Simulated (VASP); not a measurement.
The system is ScGaTeSe2.

```
Sc Ga Te Se
1.0
     5.14742    0.00000    0.00000
     0.00000    5.14742    0.00000
     0.00000    0.00000    4.96911
Sc Ga Te Se
1 1 1 2
Cartesian
  0.0000 0.0000 0.0000
  2.5737 2.5737 0.0000
  2.5737 2.5737 2.4846
  2.5737 0.0000 2.4846
  0.0000 2.5737 2.4846
```

The cell was generated, and may not be a known phase.

- Program: VASP 6.6.1
- Task: relaxation of cell and atoms
- Functional: PBE
- Potentials or basis: VASP PAW PBE potentials, release 64 (Sc_sv, Ga_d, Te, Se)
- Cutoff: 600 eV
- k mesh: 4 × 4 × 4
- Occupations: gaussian, width 0.1 eV
- Spin: no spin polarisation

At the start: pressure 8.2 GPa; volume 26.33 Å³/atom.

**Question.** Where does the relaxation end?

**Answer.** Over 6 steps the energy falls by 103.8 meV/atom and the volume is 30.62 Å³/atom (+16.3 %); space group P4/mmm (No. 123, to 0.1 Å) before and after.

The path:
```
step  energy change (eV)  largest force (eV/Å)  pressure (GPa)  volume (Å³)
   1              0.0000                0.0000            8.19       131.66
   2             -0.4796                0.0000           -1.34       158.90
   3             -0.5169                0.0000            0.20       152.09
   4             -0.5168                0.0000            0.09       152.52
   5             -0.5189                0.0000           -0.12       153.33
   6             -0.5192                0.0000           -0.07       153.12
```

Final structure:
```
CELL_PARAMETERS angstrom
5.46663 0.00000 0.00000
0.00000 5.46663 0.00000
0.00000 0.00000 5.12369
ATOMIC_POSITIONS crystal
Sc 0.00000 0.00000 0.00000
Ga 0.50000 0.50000 0.00000
Te 0.50000 0.50000 0.50000
Se 0.50000 0.00000 0.50000
Se 0.00000 0.50000 0.50000
```

Caveat: the volume moved by over 15 % at a fixed basis, so the end points are rough.
